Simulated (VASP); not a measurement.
# Ti4H in VASP: further runs

Runs on Ti4H. Level: PBE. Tasks: single point.

Everything below comes from runs of VASP 6.6.1. Logs are shortened: lines on timing, memory, paths and dates and some standing lists are left out, and cuts for length are marked.

### 1 The cell of the first run

The cell holds a slab with vacuum, 5 atoms: a = 3.255 Å, b = 3.255 Å, c = 20.179 Å, α = 90.00°, β = 90.00°, γ = 90.00°.

### 2 Single point, PBE

File INCAR:

```
SYSTEM = Ti4H
PREC = Accurate ; ENCUT = 520
EDIFF = 1E-6 ; ISMEAR = 0
SIGMA = 0.1 ; LREAL = .FALSE.
LASPH = .TRUE. ; NELM = 60
ALGO = Normal ; ISIF = 2
LWAVE = .FALSE. ; LCHARG = .FALSE.
LDIPOL = .TRUE. ; IDIPOL = 3
DIPOL = 0.5 0.5 0.346 ; GGA = PE
NBANDS = 32
```

File KPOINTS:

```
Automatic mesh
0
G
  8 8 1
  0 0 0
```

File POSCAR:

```
Ti4H
1.0
    3.2553359259      0.0000000000      0.0000000000
    0.0000000000      3.2553359259      0.0000000000
    0.0000000000      0.0000000000     20.1793674375
Ti H
4 1
Direct
    0.5000000000      0.5000000000      0.1982222690
    0.0000000000      0.0000000000      0.2788822782
    0.5000000000      0.5000000000      0.3551865247
    0.0000000000      0.0000000000      0.4301109767
    0.1250000000      0.5000000000      0.4685222460
```

Potentials or basis: VASP PAW PBE potentials, release 64 (Ti_sv, H).

Started as:

```console
$ cat potpaw_PBE.64/Ti_sv/POTCAR potpaw_PBE.64/H/POTCAR > POTCAR
$ mpirun -np 1 vasp_std > vasp.out
```

OUTCAR:

```text
SYSTEM = Ti4H
   PREC = Accurate
   ENCUT = 520
   EDIFF = 1E-6
   ISMEAR = 0
   LREAL = .FALSE.
   LASPH = .TRUE.
   NELM = 60
   ISIF = 2
   GGA = PE

 ion  position               nearest neighbor table
   1  0.500  0.500  0.198-   2 2.82   2 2.82   2 2.82   2 2.82
   2  0.000  0.000  0.279-   3 2.77   3 2.77   3 2.77   3 2.77   1 2.82   1 2.82   1 2.82   1 2.82

   3  0.500  0.500  0.355-   4 2.75   4 2.75   4 2.75   4 2.75   2 2.77   2 2.77   2 2.77   2 2.77

   4  0.000  0.000  0.430-   5 1.85   5 1.85   3 2.75   3 2.75   3 2.75   3 2.75
   5  0.125  0.500  0.469-   4 1.85   4 1.85

  LATTYP: Found a simple tetragonal cell.
 ALAT       =     3.2553359259
 C/A-ratio  =     6.1988587036

  Lattice vectors:

 A1 = (   3.2553359259,   0.0000000000,   0.0000000000)
 A2 = (   0.0000000000,   3.2553359259,   0.0000000000)
 A3 = (   0.0000000000,   0.0000000000,  20.1793674375)

Analysis of symmetry for initial positions (statically):
=====================================================================
 Subroutine PRICEL returns:
 Original cell was already a primitive cell.

 Routine SETGRP: Setting up the symmetry group for a
 simple tetragonal supercell.

 Subroutine GETGRP returns: Found  2 space group operations
 (whereof  2 operations were pure point group operations)
 out of a pool of 16 trial point group operations.

The static configuration has the point symmetry C_1h.

Analysis of symmetry for dynamics (positions and initial velocities):
=====================================================================
 Subroutine PRICEL returns:
 Original cell was already a primitive cell.

 Routine SETGRP: Setting up the symmetry group for a
 simple tetragonal supercell.

 Subroutine GETGRP returns: Found  2 space group operations
 (whereof  2 operations were pure point group operations)
 out of a pool of 16 trial point group operations.

The dynamic configuration has the point symmetry C_1h.

 Subroutine INISYM returns: Found  2 space group operations
 (whereof  2 operations are pure point group operations),
 and found     1 'primitive' translations

----------------------------------------------------------------------------------------

                                     Primitive cell

  volume of cell :     213.8450

  direct lattice vectors                    reciprocal lattice vectors
     3.255335926  0.000000000  0.000000000     0.307187959  0.000000000  0.000000000
     0.000000000  3.255335926  0.000000000     0.000000000  0.307187959  0.000000000
     0.000000000  0.000000000 20.179367438     0.000000000  0.000000000  0.049555567

  length of vectors
     3.255335926  3.255335926 20.179367438     0.307187959  0.307187959  0.049555567

  position of ions in fractional coordinates (direct lattice)
     0.500000000  0.500000000  0.198222269
     0.000000000  0.000000000  0.278882278
     0.500000000  0.500000000  0.355186525
     0.000000000  0.000000000  0.430110977
     0.125000000  0.500000000  0.468522246

  ion indices of the primitive-cell ions
   primitive index   ion index
                 1           1
                 2           2
                 3           3
                 4           4
                 5           5

----------------------------------------------------------------------------------------

 KPOINTS: Automatic mesh

Automatic generation of k-mesh.
 Grid dimensions read from file:
 generate k-points for:    8    8    1

 Generating k-lattice:

  Cartesian coordinates                     Fractional coordinates (reciprocal lattice)
     0.038398495  0.000000000  0.000000000     0.125000000  0.000000000  0.000000000
     0.000000000  0.038398495  0.000000000     0.000000000  0.125000000  0.000000000
     0.000000000  0.000000000  0.049555567     0.000000000  0.000000000  1.000000000

  Length of vectors
     0.038398495  0.038398495  0.049555567

  Shift w.r.t. Gamma in fractional coordinates (k-lattice)
     0.000000000  0.000000000  0.000000000

 Subroutine IBZKPT returns following result:
 ===========================================

 Found     25 irreducible k-points:

 Following reciprocal coordinates:
            Coordinates               Weight
  0.000000  0.000000  0.000000      1.000000
  0.125000  0.000000  0.000000      2.000000
  0.000000  0.125000  0.000000      2.000000
  0.250000  0.000000  0.000000      2.000000
  0.000000  0.250000  0.000000      2.000000
  0.375000  0.000000  0.000000      2.000000
[... 16 lines left out ...]
  0.500000  0.375000  0.000000      2.000000
 -0.375000  0.500000  0.000000      2.000000
   k-points           NKPTS =     25   k-points in BZ     NKDIM =     25   number of bands    NBANDS=     32
   number of dos      NEDOS =    301   number of ions     NIONS =      5
   total plane-waves  NPLWV =  86400
   dimension x,y,z NGX =    24 NGY =   24 NGZ =  150
   dimension x,y,z NGXF=    48 NGYF=   48 NGZF=  300
   ions per type =               4   1
   NGX,Y,Z   is equivalent  to a cutoff of  12.26, 12.26, 12.36 a.u.
   NGXF,Y,Z  is equivalent  to a cutoff of  24.51, 24.51, 24.72 a.u.
 SYSTEM =  Ti4H
   PREC   = accura    normal or accurate (medium, high low for compatibility)
   ISTART =      0    job   : 0-new  1-cont  2-samecut
   ICHARG =      2    charge: 1-file 2-atom 10-const
   ISPIN  =      1    spin polarized calculation?
   LNONCOLLINEAR =      F non collinear calculations
   LSORBIT =      F    spin-orbit coupling
   LASPH  =      T    aspherical Exc in radial PAW
   ENCUT  =  520.0 eV  38.22 Ry    6.18 a.u.   6.05  6.05 37.52*2*pi/ulx,y,z
   NELM   =     60;   NELMIN=  2; NELMDL= -5     # of ELM steps
   EDIFF  = 0.1E-05   stopping-criterion for ELM
   LREAL  =      F    real-space projection
[... 7 lines left out ...]
   TEBEG  =    0.0;   TEEND  =   0.0 temperature during run
   PSTRESS=    0.0 pullay stress
   NELECT =      49.0000    total number of electrons
   NUPDOWN=      -1.0000    fix difference up-down
   EMIN   =  10.00;   EMAX   =-10.00  energy-range for DOS
   EFERMI =   0.00;   METHOD = LEGACY
   ISMEAR =     0;   SIGMA  =   0.10  broadening in eV -4-tet -1-fermi 0-gaus
   EFERMI_NEDOS =   21; number of points for ismear=-14 and -15
   IALGO  =     38    algorithm
   IMIX   =      4    mixing-type and parameters
     AMIX     =   0.40;   BMIX     =  1.00
     AMIX_MAG =   1.60;   BMIX_MAG =  1.00
  volume/ion in A,a.u.               =      42.77       288.62
  Fermi-wavevector in a.u.,A,eV,Ry     =   1.001783  1.893096 13.654397  1.003570
  Thomas-Fermi vector in A             =   2.134228
   LORBIT       =      0    0 simple, 1 ext, 2 COOP (PROOUT), +10 PAW based schemes
   GGA     = PE    functional components
   LHFCALC =     F    Hartree Fock is set to
   AEXX    =    0.0000 exact exchange contribution
   IVDW    =     0    specifies the selected vdW correction
   LEPSILON=     F    determine dielectric tensor
   LRPA    =     F    only Hartree local field effects (RPA)
 non-spin polarized calculation
 Gauss-broadening in eV      SIGMA  =   0.10
  energy-cutoff  :      520.00
  volume of cell :      213.85
 maximum number of plane-waves:      5808
   NGX = 13   NGY = 13   NGZ = 75

 dipolmoment           0.000000      0.000000     -0.004604 electrons x Angstroem

 number of electron      49.0000023 magnetization

 dipolmoment           0.000000      0.000000      0.023924 electrons x Angstroem

 Free energy of the ion-electron system (eV)
  ---------------------------------------------------
  ext. energy  EPLUGINS =         0.00000000
  ---------------------------------------------------
  free energy    TOTEN  =       -32.56872336 eV

  energy without entropy =      -32.52529244  energy(sigma->0) =      -32.54700790

 E-fermi :   0.4815     XC(G=0):  -4.8246

 val. band max:        0.4735997052   @ k =   0.0000   0.3750   0.0000
 cond. band min:       0.4868594533   @ k =   0.0000   0.0000   0.0000
 fundamental gap:      0.0132597481
 Fermi energy:         0.4814606344

 k-point     1 :       0.0000    0.0000    0.0000
  band No.  band energies     occupation
      1     -56.5964      2.00000
      2     -56.3012      2.00000
      3     -55.8630      2.00000
      4     -55.7186      2.00000
      5     -32.9530      2.00000
      6     -32.7542      2.00000
[... 24 lines left out ...]
     31       2.0941      0.00000
     32       2.1420      0.00000

 k-point     2 :       0.1250    0.0000    0.0000
  band No.  band energies     occupation
      1     -56.5943      2.00000
      2     -56.2981      2.00000
      3     -55.8577      2.00000
      4     -55.7232      2.00000
      5     -32.9543      2.00000
      6     -32.7649      2.00000
[... 24 lines left out ...]
     31       1.7207      0.00000
     32       2.3859      0.00000

 k-point     3 :       0.0000    0.1250    0.0000
  band No.  band energies     occupation
      1     -56.5943      2.00000
      2     -56.2979      2.00000
      3     -55.8577      2.00000
      4     -55.7232      2.00000
      5     -32.9544      2.00000
      6     -32.7746      2.00000
[... 24 lines left out ...]
     31       1.7723      0.00000
     32       2.3714      0.00000

 k-point     4 :       0.2500    0.0000    0.0000
  band No.  band energies     occupation
      1     -56.5894      2.00000
      2     -56.2907      2.00000
      3     -55.8429      2.00000
      4     -55.7362      2.00000
      5     -32.9585      2.00000
      6     -32.8135      2.00000
[... 654 lines left out ...]
     31       2.3239      0.00000
     32       2.5145      0.00000

 k-point    23 :       0.5000    0.3750    0.0000
  band No.  band energies     occupation
      1     -56.5742      2.00000
      2     -56.2701      2.00000
      3     -55.7995      2.00000
      4     -55.7587      2.00000
      5     -32.9274      2.00000
      6     -32.8695      2.00000
[... 24 lines left out ...]
     31       2.4322      0.00000
     32       2.5657      0.00000

 k-point    24 :      -0.3750    0.5000    0.0000
  band No.  band energies     occupation
      1     -56.5742      2.00000
      2     -56.2699      2.00000
      3     -55.7995      2.00000
      4     -55.7587      2.00000
      5     -32.9272      2.00000
      6     -32.8783      2.00000
[... 24 lines left out ...]
     31       2.4022      0.00000
     32       2.6593      0.00000

 [... further k-points ...]

------------------------ aborting loop because EDIFF is reached ----------------------------------------

 vacuum level on the upper side and lower side of the slab       (xc-potential included)         0.044        -0.385

  FORCE on cell =-STRESS in cart. coord.  units (eV):
  Direction    XX          YY          ZZ          XY          YZ          ZX
  --------------------------------------------------------------------------------------
  -------------------------------------------------------------------------------------
  Total       -1.3883855     -1.5574002     -1.1688803      0.0000000      0.0000000      0.5780253
  in kB      -10.4021106    -11.6684088     -8.7575263      0.0000000      0.0000000      4.3307018
  external PRESSURE =     -10.2760152 kB  Pullay stress =       0.0000000 kB

 VOLUME and BASIS-vectors are now :
 -----------------------------------------------------------------------------
  energy-cutoff  :      520.00
  volume of cell :      213.85
      direct lattice vectors                 reciprocal lattice vectors
     3.255335926  0.000000000  0.000000000     0.307187959  0.000000000  0.000000000
     0.000000000  3.255335926  0.000000000     0.000000000  0.307187959  0.000000000
     0.000000000  0.000000000 20.179367438     0.000000000  0.000000000  0.049555567

 POSITION                                       TOTAL-FORCE (eV/Angst)
 -----------------------------------------------------------------------------------
      1.62767      1.62767      4.00000         0.011035      0.000000      0.567394
      0.00000      0.00000      5.62767        -0.001794      0.000000     -0.450646
      1.62767      1.62767      7.16744        -0.254825      0.000000     -0.100777
      0.00000      0.00000      8.67937        -0.062654      0.000000     -0.006642
      0.40692      1.62767      9.45448         0.308238      0.000000     -0.009330
 -----------------------------------------------------------------------------------
    total drift:                                0.000006      0.000000     -0.000255

  FREE ENERGIE OF THE ION-ELECTRON SYSTEM (eV)
  ---------------------------------------------------
  free  energy   TOTEN  =       -32.5687233596 eV

  energy  without entropy=      -32.5252924404  energy(sigma->0) =      -32.54700790

 vacuum level on the upper side and lower side of the slab         3.973         3.533
```

It took 3.7 min on 1 thread of Intel Xeon Platinum 8488C (Sapphire Rapids), shared host; peak memory 0.36 GiB.

Results:

```
Free energy   : -32.5687 eV
Largest force : 0.568 eV/Å
```

Forces on the atoms (eV/Å):
```
Ti   0.011  0.000  0.567
Ti  -0.002  0.000 -0.451
Ti  -0.255  0.000 -0.101
Ti  -0.063  0.000 -0.007
H    0.308  0.000 -0.009
```

Levels at points of the mesh, in eV from the Fermi level:
```tsv
k point	band 21	band 22	band 23	band 24	band 25	band 26	band 27	band 28
(0.00, 0.00, 0.00)	-1.89	-1.05	0.01	0.19	0.59	0.90	0.92	1.00
(0.50, 0.00, 0.00)	-0.73	-0.38	-0.23	-0.19	0.17	0.37	0.75	0.78
(0.00, 0.50, 0.00)	-1.86	-0.36	-0.21	-0.20	0.04	0.40	0.73	0.80
(0.50, 0.50, 0.00)	-0.77	-0.68	-0.61	-0.41	-0.38	-0.10	0.07	1.75
```

### 3 Single point, PBE

File INCAR:

```
PREC     = Accurate       # precision mode
ENCUT    = 520            # plane-wave cutoff, eV
EDIFF    = 1E-7           # SCF threshold, eV
ISMEAR   = 0              # smearing method
SIGMA    = 0.1            # smearing width, eV
LREAL    = F              # projectors in reciprocal space
LASPH    = T              # aspherical terms in the spheres
NELM     = 80             # most SCF steps
ALGO     = Normal         # electronic algorithm
ISIF     = 2              # what is computed and relaxed
LWAVE    = F              # write WAVECAR
LCHARG   = F              # write CHGCAR
LDIPOL   = T            
IDIPOL   = 3            
DIPOL    = 0.5 0.5 0.343
GGA      = PE             # functional
NBANDS   = 32             # bands
```

File KPOINTS:

```
Automatic mesh
0
Gamma
  8 8 1
```

POSCAR, as its differences from that of step 2:

```diff
@@ -12,2 +12,2 @@
     0.0000000000      0.0000000000      0.4301109767
-    0.1250000000      0.5000000000      0.4685222460
+    0.3750000000      0.5000000000      0.4506602311
```

Potentials or basis: VASP PAW PBE potentials, release 64 (Ti_sv, H).

Started as:

```console
$ cat potpaw_PBE.64/Ti_sv/POTCAR potpaw_PBE.64/H/POTCAR > POTCAR
$ mpirun -np 1 vasp_std > vasp.out
```

It took 4 min on 1 thread of Intel Xeon Platinum 8488C (Sapphire Rapids), shared host; peak memory 0.35 GiB.

The run converged. Its results:

```
Free energy   : -33.0030 eV
Largest force : 0.644 eV/Å
```

Forces in eV/Å, atoms in the order of the input:
```
Ti  -0.025  0.000  0.488
Ti   0.055  0.000 -0.642
Ti  -0.296  0.000  0.317
Ti   0.079  0.000 -0.165
H    0.187  0.000  0.002
```

Levels at points of the mesh, in eV from the Fermi level:
| k point | band 22 | band 23 | band 24 | band 25 | band 26 | band 27 |
| --- | --- | --- | --- | --- | --- | --- |
| (0.00, 0.00, 0.00) | -0.97 | -0.02 | 0.21 | 0.62 | 0.90 | 0.90 |
| (0.50, 0.00, 0.00) | -0.40 | -0.27 | -0.21 | 0.10 | 0.31 | 0.58 |
| (0.00, 0.50, 0.00) | -0.39 | -0.27 | -0.21 | 0.09 | 0.31 | 0.57 |
| (0.50, 0.50, 0.00) | -0.70 | -0.42 | -0.40 | -0.16 | -0.14 | 1.02 |
